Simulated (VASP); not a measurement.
A run of VASP 6.6.1 is set up as follows.

INCAR

```
  ALGO = Normal
  EDIFF = 1E-6
  ENCUT = 520
  GGA = PS
  ISIF = 2
  ISMEAR = 0
  LASPH = T
  LCHARG = F
  LREAL = F
  LWAVE = F
  NBANDS = 38
  NELM = 60
  PREC = Accurate
  SIGMA = 0.05
```

KPOINTS

```
k-points
0
Gamma
  1 1 14
```

POSCAR

```
Ga3P3H2
1.0
   19.7000000000      0.0000000000      0.0000000000
    0.0000000000      9.7000000000      0.0000000000
    0.0000000000      0.0000000000      3.8580479846
Ga P H
3 3 2
Direct
    0.3549072829      0.4812569258      1.0000000000
    0.5245096973      0.4812569258      0.5000000000
    0.6941121117      0.4812569258      1.0000000000
    0.2983731447      0.5187430742      0.5000000000
    0.4679755591      0.5187430742      1.0000000000
    0.6375779735      0.5187430742      0.5000000000
    0.7727664278      0.5073336244      1.0000000000
    0.2272335722      0.4951577799      0.5000000000
```

Potentials or basis: VASP PAW PBE potentials, release 64 (Ga_d, P, H).

Launch:

```sh
$ cat potpaw_PBE.64/Ga_d/POTCAR potpaw_PBE.64/P/POTCAR potpaw_PBE.64/H/POTCAR > POTCAR
$ mpirun -np 1 vasp_std > vasp.out
```

**Question.** What does it give for the band gap on the k mesh?

**Answer.** 1.97 eV, direct.

**Question.** Predict the largest force.

**Answer.** 0.624 eV/Å.

Forces on the atoms (eV/Å):
```
Ga  -0.451 -0.137  0.000
Ga  -0.057  0.019  0.000
Ga   0.261  0.421  0.000
P    0.457  0.426  0.000
P   -0.053  0.041  0.000
P   -0.056 -0.164  0.000
H   -0.186 -0.281  0.000
H    0.087 -0.325  0.000
```

Caveat: the PAW data sets were made with another functional, which shifts forces and pressure a little.
